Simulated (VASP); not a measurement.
# CoO (Pm-3m) in VASP: a series of runs

Runs on CoO. Level: r2SCAN+U. Tasks: single point, relaxation of cell and atoms.

All numbers are computed with VASP 6.6.1; they aren't measurements. Logs are shortened: lines on timing, memory, paths and dates and some standing lists are left out, and cuts for length are marked.

## 1. The cell of the first run

Symmetry: Pm-3m, No. 221, cubic system. Conventional cell: a = 2.666 Å, b = 2.666 Å, c = 2.666 Å, α = 90.00°, β = 90.00°, γ = 90.00°. Co (site symmetry m-3m) has 8 O at 2.31 Å and 6 Co at 2.67 Å within 3.1 Å. Within 3.1 Å of O (site symmetry m-3m) lie 8 Co at 2.31 Å and 6 O at 2.67 Å.

## 2. Single point, r2SCAN+U

Contents of POSCAR:

```
CoO
1.0
    2.6660702605      0.0000000000      0.0000000000
    0.0000000000      2.6660702605      0.0000000000
    0.0000000000      0.0000000000      2.6660702605
Co O
1 1
Direct
    0.0000000000      0.0000000000      0.0000000000
    0.5000000000      0.5000000000      0.5000000000
```

Contents of INCAR.step1:

```
SYSTEM = CoO
ALGO = Normal ; EDIFF = 1E-5
ENCUT = 660 ; GGA = PE
GGA_COMPAT = .False. ; ISMEAR = 0
LASPH = .True. ; LCHARG = .False.
LDAU = .True. ; LDAUJ = 0 0
LDAUL = 2 -1 ; LDAUTYPE = 2
LDAUU = 3.32 0 ; LMAXMIX = 4
LREAL = .False. ; LWAVE = .True.
NBANDS = 18 ; NELM = 200
PREC = Accurate ; SIGMA = 0.02
```

Contents of INCAR.step2:

```
SYSTEM = CoO
ALGO = Normal ; EDIFF = 1E-6
ENCUT = 660 ; GGA_COMPAT = .False.
ISIF = 2 ; ISMEAR = 0
ISTART = 1 ; LASPH = .True.
LCHARG = .False. ; LDAU = .True.
LDAUJ = 0 0 ; LDAUL = 2 -1
LDAUPRINT = 1 ; LDAUTYPE = 2
LDAUU = 3.32 0 ; LMAXMIX = 4
LMIXTAU = .True. ; LREAL = .False.
LWAVE = .False. ; METAGGA = R2SCAN
NBANDS = 18 ; NELM = 200
PREC = Accurate ; SIGMA = 0.02
```

Contents of KPOINTS:

```
k-points
0
Gamma
  10 10 10
  0 0 0
```

Potentials or basis: VASP PAW PBE potentials, release 64 (Co_sv, O).

Launch:

```bash
> cat potpaw_PBE.64/Co_sv/POTCAR potpaw_PBE.64/O/POTCAR > POTCAR
> cp INCAR.step1 INCAR
> mpirun -np 1 vasp_std > vasp.out
> cp INCAR.step2 INCAR
> mpirun -np 1 vasp_std > vasp.out
```

OUTCAR:

```text
SYSTEM = CoO
   EDIFF = 1E-6
   ENCUT = 660
   ISIF = 2
   ISMEAR = 0
   ISTART = 1
   LASPH = .True.
   LREAL = .False.
   METAGGA = R2SCAN
   NELM = 200
   PREC = Accurate

 ion  position               nearest neighbor table
   1  0.000  0.000  0.000-
   2  0.500  0.500  0.500-

  LATTYP: Found a simple cubic cell.
 ALAT       =     2.6660702605

  Lattice vectors:

 A1 = (   2.6660702605,   0.0000000000,   0.0000000000)
 A2 = (   0.0000000000,   2.6660702605,   0.0000000000)
 A3 = (   0.0000000000,   0.0000000000,   2.6660702605)

Analysis of symmetry for initial positions (statically):
=====================================================================
 Subroutine PRICEL returns:
 Original cell was already a primitive cell.

 Routine SETGRP: Setting up the symmetry group for a
 simple cubic supercell.

 Subroutine GETGRP returns: Found 48 space group operations
 (whereof 48 operations were pure point group operations)
 out of a pool of 48 trial point group operations.

The static configuration has the point symmetry O_h .

Analysis of symmetry for dynamics (positions and initial velocities):
=====================================================================
 Subroutine PRICEL returns:
 Original cell was already a primitive cell.

 Routine SETGRP: Setting up the symmetry group for a
 simple cubic supercell.

 Subroutine GETGRP returns: Found 48 space group operations
 (whereof 48 operations were pure point group operations)
 out of a pool of 48 trial point group operations.

The dynamic configuration has the point symmetry O_h .

 Subroutine INISYM returns: Found 48 space group operations
 (whereof 48 operations are pure point group operations),
 and found     1 'primitive' translations

----------------------------------------------------------------------------------------

                                     Primitive cell

  volume of cell :      18.9502

  direct lattice vectors                    reciprocal lattice vectors
     2.666070261  0.000000000  0.000000000     0.375083888  0.000000000  0.000000000
     0.000000000  2.666070261  0.000000000     0.000000000  0.375083888  0.000000000
     0.000000000  0.000000000  2.666070261     0.000000000  0.000000000  0.375083888

  length of vectors
     2.666070261  2.666070261  2.666070261     0.375083888  0.375083888  0.375083888

  position of ions in fractional coordinates (direct lattice)
     0.000000000  0.000000000  0.000000000
     0.500000000  0.500000000  0.500000000

  ion indices of the primitive-cell ions
   primitive index   ion index
                 1           1
                 2           2

----------------------------------------------------------------------------------------

 KPOINTS: k-points

Automatic generation of k-mesh.
 Grid dimensions read from file:
 generate k-points for:   10   10   10

 Generating k-lattice:

  Cartesian coordinates                     Fractional coordinates (reciprocal lattice)
     0.037508389  0.000000000  0.000000000     0.100000000  0.000000000  0.000000000
     0.000000000  0.037508389  0.000000000     0.000000000  0.100000000  0.000000000
     0.000000000  0.000000000  0.037508389     0.000000000  0.000000000  0.100000000

  Length of vectors
     0.037508389  0.037508389  0.037508389

  Shift w.r.t. Gamma in fractional coordinates (k-lattice)
     0.000000000  0.000000000  0.000000000

 Subroutine IBZKPT returns following result:
 ===========================================

 Found     56 irreducible k-points:

 Following reciprocal coordinates:
            Coordinates               Weight
  0.000000  0.000000  0.000000      1.000000
  0.100000  0.000000  0.000000      6.000000
  0.200000  0.000000  0.000000      6.000000
  0.300000  0.000000  0.000000      6.000000
  0.400000  0.000000  0.000000      6.000000
  0.500000  0.000000  0.000000      3.000000
[... 16 lines left out ...]
  0.200000  0.100000  0.100000     24.000000
  0.300000  0.100000  0.100000     24.000000
 [... further k-points ...]
   k-points           NKPTS =     56   k-points in BZ     NKDIM =     56   number of bands    NBANDS=     18
   number of dos      NEDOS =    301   number of ions     NIONS =      2
   total plane-waves  NPLWV =  13824
   dimension x,y,z NGX =    24 NGY =   24 NGZ =   24
   dimension x,y,z NGXF=    48 NGYF=   48 NGZF=   48
   ions per type =               1   1
   NGX,Y,Z   is equivalent  to a cutoff of  14.97, 14.97, 14.97 a.u.
   NGXF,Y,Z  is equivalent  to a cutoff of  29.93, 29.93, 29.93 a.u.
 SYSTEM =  CoO
   PREC   = accura    normal or accurate (medium, high low for compatibility)
   ISTART =      1    job   : 0-new  1-cont  2-samecut
   ICHARG =      0    charge: 1-file 2-atom 10-const
   ISPIN  =      1    spin polarized calculation?
   LNONCOLLINEAR =      F non collinear calculations
   LSORBIT =      F    spin-orbit coupling
   LASPH  =      T    aspherical Exc in radial PAW
   ENCUT  =  660.0 eV  48.51 Ry    6.96 a.u.   5.58  5.58  5.58*2*pi/ulx,y,z
   NELM   =    200;   NELMIN=  2; NELMDL=  0     # of ELM steps
   EDIFF  = 0.1E-05   stopping-criterion for ELM
   LREAL  =      F    real-space projection
   EDIFFG = 0.1E-04   stopping-criterion for IOM
   NSW    =      0    number of steps for IOM
   IBRION =     -1    ionic relax: 0-MD 1-quasi-New 2-CG
   NFREE  =      0    steps in history (QN), initial steepest desc. (CG)
   ISIF   =      2    stress and relaxation
   ISYM   =      2    0-nonsym 1-usesym 2-fastsym
   POTIM  = 0.5000    time-step for ionic-motion
   TEBEG  =    0.0;   TEEND  =   0.0 temperature during run
   PSTRESS=    0.0 pullay stress
   NELECT =      23.0000    total number of electrons
   NUPDOWN=      -1.0000    fix difference up-down
   EMIN   =  10.00;   EMAX   =-10.00  energy-range for DOS
   EFERMI =   0.00;   METHOD = LEGACY
   ISMEAR =     0;   SIGMA  =   0.02  broadening in eV -4-tet -1-fermi 0-gaus
   EFERMI_NEDOS =   21; number of points for ismear=-14 and -15
   IALGO  =     38    algorithm
   IMIX   =      4    mixing-type and parameters
     AMIX     =   0.40;   BMIX     =  1.00
     AMIX_MAG =   1.60;   BMIX_MAG =  1.00
  volume/ion in A,a.u.               =       9.48        63.94
  Fermi-wavevector in a.u.,A,eV,Ry     =   1.746275  3.299980 41.490623  3.049475
  Thomas-Fermi vector in A             =   2.817800
   LORBIT       =      0    0 simple, 1 ext, 2 COOP (PROOUT), +10 PAW based schemes
 LDA+U is selected, type is set to LDAUTYPE =  2
   angular momentum for each species LDAUL =     2   -1
   U (eV)           for each species LDAUU =   3.3  0.0
   J (eV)           for each species LDAUJ =   0.0  0.0
   METAGGA = R2SCAN    functional components
   LHFCALC =     F    Hartree Fock is set to
   AEXX    =    0.0000 exact exchange contribution
   IVDW    =     0    specifies the selected vdW correction
   LEPSILON=     F    determine dielectric tensor
   LRPA    =     F    only Hartree local field effects (RPA)
 non-spin polarized calculation
 Gauss-broadening in eV      SIGMA  =   0.02
  energy-cutoff  :      660.00
  volume of cell :       18.95
 maximum number of plane-waves:       740
 NGX is ok and might be reduce to    24
   NGX = 11   NGY = 11   NGZ = 11

atom =   1  type =  1  l = 2

 onsite density matrix

spin component  1

  0.5540 -0.0000 -0.0000 -0.0000  0.0000
 -0.0000  0.5540  0.0000 -0.0000 -0.0000
 -0.0000  0.0000  0.8964 -0.0000 -0.0000
 -0.0000 -0.0000 -0.0000  0.5540  0.0000
  0.0000 -0.0000 -0.0000  0.0000  0.8964

spin component  2

  0.5540 -0.0000 -0.0000 -0.0000  0.0000
 -0.0000  0.5540  0.0000 -0.0000 -0.0000
 -0.0000  0.0000  0.8964 -0.0000 -0.0000
 -0.0000 -0.0000 -0.0000  0.5540  0.0000
  0.0000 -0.0000 -0.0000  0.0000  0.8964

 occupancies and eigenvectors

  o =  0.5540  v =  1.0000  0.0000  0.0000  0.0000  0.0000  0.0000  0.0000  0.0000  0.0000  0.0000      0.0000  0.0000  0.0000  0.0000  0.0000  0.0000  0.0000  0.0000  0.0000  0.0000
  o =  0.5540  v =  0.0000  0.0000  0.0000  0.0000  0.0000  1.0000  0.0000  0.0000  0.0000  0.0000      0.0000  0.0000  0.0000  0.0000  0.0000  0.0000  0.0000  0.0000  0.0000  0.0000
  o =  0.5540  v =  0.0000 -0.9992 -0.0000 -0.0400 -0.0000  0.0000  0.0000  0.0000  0.0000  0.0000      0.0000  0.0000  0.0000  0.0000  0.0000  0.0000  0.0000  0.0000  0.0000  0.0000
  o =  0.5540  v =  0.0000  0.0000  0.0000  0.0000  0.0000  0.0000 -0.9992 -0.0000 -0.0400 -0.0000      0.0000  0.0000  0.0000  0.0000  0.0000  0.0000  0.0000  0.0000  0.0000  0.0000
  o =  0.5540  v =  0.0000  0.0000  0.0000  0.0000  0.0000  0.0000 -0.0400 -0.0000  0.9992 -0.0000      0.0000  0.0000  0.0000  0.0000  0.0000  0.0000  0.0000  0.0000  0.0000  0.0000
  o =  0.5540  v =  0.0000 -0.0400 -0.0000  0.9992 -0.0000  0.0000  0.0000  0.0000  0.0000  0.0000      0.0000  0.0000  0.0000  0.0000  0.0000  0.0000  0.0000  0.0000  0.0000  0.0000
  o =  0.8964  v =  0.0000  0.0000 -0.0162 -0.0000 -0.9999  0.0000  0.0000  0.0000  0.0000  0.0000      0.0000  0.0000  0.0000  0.0000  0.0000  0.0000  0.0000  0.0000  0.0000  0.0000
  o =  0.8964  v =  0.0000  0.0000  0.0000  0.0000  0.0000  0.0000  0.0000 -0.0162 -0.0000 -0.9999      0.0000  0.0000  0.0000  0.0000  0.0000  0.0000  0.0000  0.0000  0.0000  0.0000
  o =  0.8964  v =  0.0000  0.0000 -0.9999 -0.0000  0.0162  0.0000  0.0000  0.0000  0.0000  0.0000      0.0000  0.0000  0.0000  0.0000  0.0000  0.0000  0.0000  0.0000  0.0000  0.0000
  o =  0.8964  v =  0.0000  0.0000  0.0000  0.0000  0.0000  0.0000  0.0000 -0.9999 -0.0000  0.0162      0.0000  0.0000  0.0000  0.0000  0.0000  0.0000  0.0000  0.0000  0.0000  0.0000

 number of electron      22.9999977 magnetization

 Free energy of the ion-electron system (eV)
  ---------------------------------------------------
  ext. energy  EPLUGINS =         0.00000000
  ---------------------------------------------------
  free energy    TOTEN  =       -15.51061475 eV

  energy without entropy =      -15.50950526  energy(sigma->0) =      -15.51006000

 E-fermi :   8.4739     XC(G=0): -13.6341

 val. band max:        8.4709658169   @ k =   0.1000   0.1000   0.0000
 cond. band min:       8.4769673822   @ k =   0.3000   0.0000   0.0000
 fundamental gap:      0.0060015654
 Fermi energy:         8.4739317878

 k-point     1 :       0.0000    0.0000    0.0000
  band No.  band energies     occupation
      1     -89.2838      2.00000
      2     -51.1772      2.00000
      3     -51.1772      2.00000
      4     -51.1772      2.00000
      5     -12.5468      2.00000
      6       4.9416      2.00000
[... 10 lines left out ...]
     17      29.2640      0.00000
     18      29.2640      0.00000

 k-point     2 :       0.1000    0.0000    0.0000
  band No.  band energies     occupation
      1     -89.2831      2.00000
      2     -51.1851      2.00000
      3     -51.1765      2.00000
      4     -51.1765      2.00000
      5     -12.4603      2.00000
      6       4.3265      2.00000
[... 10 lines left out ...]
     17      29.0912      0.00000
     18      29.0912      0.00000

 k-point     3 :       0.2000    0.0000    0.0000
  band No.  band energies     occupation
      1     -89.2813      2.00000
      2     -51.2059      2.00000
      3     -51.1747      2.00000
      4     -51.1747      2.00000
      5     -12.2235      2.00000
      6       2.9841      2.00000
[... 10 lines left out ...]
     17      28.5724      0.00000
     18      28.5724      0.00000

 k-point     4 :       0.3000    0.0000    0.0000
  band No.  band energies     occupation
      1     -89.2790      2.00000
      2     -51.2316      2.00000
      3     -51.1724      2.00000
      4     -51.1724      2.00000
      5     -11.9069      2.00000
      6       1.6476      2.00000
[... 375 lines left out ...]
      4     -51.1834      2.00000
      5     -12.2945      2.00000
      6       4.4065      2.00000
[... 10 lines left out ...]
     17      27.6334      0.00000
     18      30.3007      0.00000

 k-point    23 :       0.2000    0.1000    0.1000
  band No.  band energies     occupation
      1     -89.2799      2.00000
      2     -51.2042      2.00000
      3     -51.1820      2.00000
      4     -51.1817      2.00000
      5     -12.0712      2.00000
      6       3.1296      2.00000
[... 10 lines left out ...]
     17      27.1931      0.00000
     18      29.1990      0.00000

 k-point    24 :       0.3000    0.1000    0.1000
  band No.  band energies     occupation
      1     -89.2777      2.00000
      2     -51.2299      2.00000
      3     -51.1799      2.00000
      4     -51.1792      2.00000
      5     -11.7740      2.00000
      6       1.8746      2.00000
[... 10 lines left out ...]
     17      27.2255      0.00000
     18      27.8507      0.00000

 [... further k-points ...]

------------------------ aborting loop because EDIFF is reached ----------------------------------------

  FORCE on cell =-STRESS in cart. coord.  units (eV):
  Direction    XX          YY          ZZ          XY          YZ          ZX
  --------------------------------------------------------------------------------------
  -------------------------------------------------------------------------------------
  Total       -3.3879494     -3.3879494     -3.3879494     -0.0000000     -0.0000000      0.0000000
  in kB     -286.4393772   -286.4393772   -286.4393772     -0.0000000     -0.0000000      0.0000000
  external PRESSURE =    -286.4393772 kB  Pullay stress =       0.0000000 kB

 VOLUME and BASIS-vectors are now :
 -----------------------------------------------------------------------------
  energy-cutoff  :      660.00
  volume of cell :       18.95
      direct lattice vectors                 reciprocal lattice vectors
     2.666070261  0.000000000  0.000000000     0.375083888  0.000000000  0.000000000
     0.000000000  2.666070261  0.000000000     0.000000000  0.375083888  0.000000000
     0.000000000  0.000000000  2.666070261     0.000000000  0.000000000  0.375083888

 POSITION                                       TOTAL-FORCE (eV/Angst)
 -----------------------------------------------------------------------------------
      0.00000      0.00000      0.00000         0.000000      0.000000      0.000000
      1.33304      1.33304      1.33304         0.000000      0.000000      0.000000
 -----------------------------------------------------------------------------------
    total drift:                                0.000000      0.000000     -0.000000

  FREE ENERGIE OF THE ION-ELECTRON SYSTEM (eV)
  ---------------------------------------------------
  free  energy   TOTEN  =       -15.5106147472 eV

  energy  without entropy=      -15.5095052551  energy(sigma->0) =      -15.51006000
```

Wall time 63 s (1 thread of Intel Xeon Platinum 8259CL at 2.50GHz (Skylake/Cascade Lake), shared host); peak memory 0.15 GiB.

Results:

- Free energy: -15.5106 eV
- Pressure: -28.6 GPa
- Band gap on the k mesh: zero (an odd number of electrons rules out a gap without spin polarisation)

Levels at points of the mesh, in eV from the Fermi level:
```tsv
k point	band 7	band 8	band 9	band 10	band 11	band 12	band 13	band 14	band 15	band 16
(0.00, 0.00, 0.00)	-3.53	-2.87	-2.87	-2.87	-0.05	-0.05	-0.05	1.33	16.08	16.08
(0.50, 0.00, 0.00)	-3.57	-3.57	-3.22	-1.08	0.03	0.97	0.97	6.90	8.61	17.25
(0.50, 0.50, 0.00)	-6.03	-3.07	-2.04	-0.97	-0.89	-0.65	-0.65	6.61	11.89	11.89
(0.50, 0.50, 0.50)	-6.42	-6.42	-0.94	-0.94	1.26	1.26	1.26	7.82	7.82	7.82
```

Eigenvalues of the final occupation matrices:
| site | spin | trace | eigenvalues |
| --- | --- | --- | --- |
| site 1 d | 1 | 3.45 | 0.55 0.55 0.55 0.90 0.90 |
| site 1 d | 2 | 3.45 | 0.55 0.55 0.55 0.90 0.90 |

Caveat: the cell stands under tension; the PAW data sets were made with another functional, which shifts forces and pressure a little; an odd number of electrons without spin polarisation forces a metal; a magnetic or distorted state may lie lower; the run has no spin polarisation, though such a crystal can be magnetic; U without spin polarisation on a metal has little footing.

[end of part 1 of 2]
